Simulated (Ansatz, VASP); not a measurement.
## CaSe in VASP and in Ansatz

```
Ca Se
1.0
     0.00000    2.95600    2.95600
     2.95600    0.00000    2.95600
     2.95600    2.95600    0.00000
Ca Se
1 1
Cartesian
  0.0000 0.0000 0.0000
  2.9560 2.9560 2.9560
```

Alike in both runs: task electric field gradients; functional r2SCAN; k mesh 7 × 7 × 7; occupations fermi-dirac, width 0.02 eV; no spin polarisation.

```csv
,VASP,Ansatz
version,VASP 6.6.1,Ansatz 0.2.0
potentials or method,"VASP PAW PBE potentials, release 64 (Ca_sv, Se)","PAW with Ansatz's default frozen-core files, scalar-relativistic"
plane-wave cutoff (eV),440,500
valence electrons in the cell,16,26
```

|  | VASP | Ansatz | Ansatz less VASP |
| --- | --- | --- | --- |
| gap on the k mesh at the Fermi level (eV) | 2.55 | 2.55 | +0.001 |
| pressure (GPa) | 0.8 | 0.6 | -0.23 |

VASP's potentials were made for PBE, not for r2SCAN. VASP's potentials hold 16 valence electrons a cell and Ansatz's 26, so a difference there can come from the potentials and not from the codes.
